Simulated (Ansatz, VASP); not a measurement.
One calculation of Mg4S, two programs

```
Mg S
1.0
     6.88019    0.00000    0.00000
     0.00000    6.88019    0.00000
     0.00000    0.00000    5.80551
Mg S
8 2
Direct
  0.29059 0.00000 0.38114
  0.70941 0.00000 0.38114
  0.00000 0.29059 0.38114
  0.00000 0.70941 0.38114
  0.27400 0.27400 0.79767
  0.72600 0.72600 0.79767
  0.72600 0.27400 0.79767
  0.27400 0.72600 0.79767
  0.50000 0.00000 0.01764
  0.00000 0.50000 0.01764
```

Alike in both runs: functional PBE; k mesh 3 × 3 × 3; occupations gaussian, width 0.2 eV; no spin polarisation.

Ansatz relaxed the structure, and its values are those at the end. VASP's run is a single point on that final structure, the one shown.

|  | VASP | Ansatz |
| --- | --- | --- |
| version | VASP 6.6.1 | Ansatz 0.2.0 |
| potentials or method | VASP PAW PBE potentials, release 64 (Mg, S), cutoff 600 eV | scalar-relativistic, plane waves, PAW |
| valence electrons in the cell | 28 | 92 |

Ansatz gave:

- gap on the k mesh at the Fermi level (eV): none
- pressure (GPa): 0.1
- rms of the force components (eV/Å): 0.025

Question: Which values does VASP return?

Answer: gap on the k mesh at the Fermi level (eV): none; pressure (GPa): 0.0; rms of the force components (eV/Å): 0.026.

A gap of «none» marks a metal or a gap that the smearing closes. The functional is the same, so the differences come from potentials, cutoffs and numerics. VASP's potentials hold 28 valence electrons a cell and Ansatz's 92, so a difference there can come from the potentials and not from the codes.

The k mesh is coarse, so the values compare programs but aren't converged.
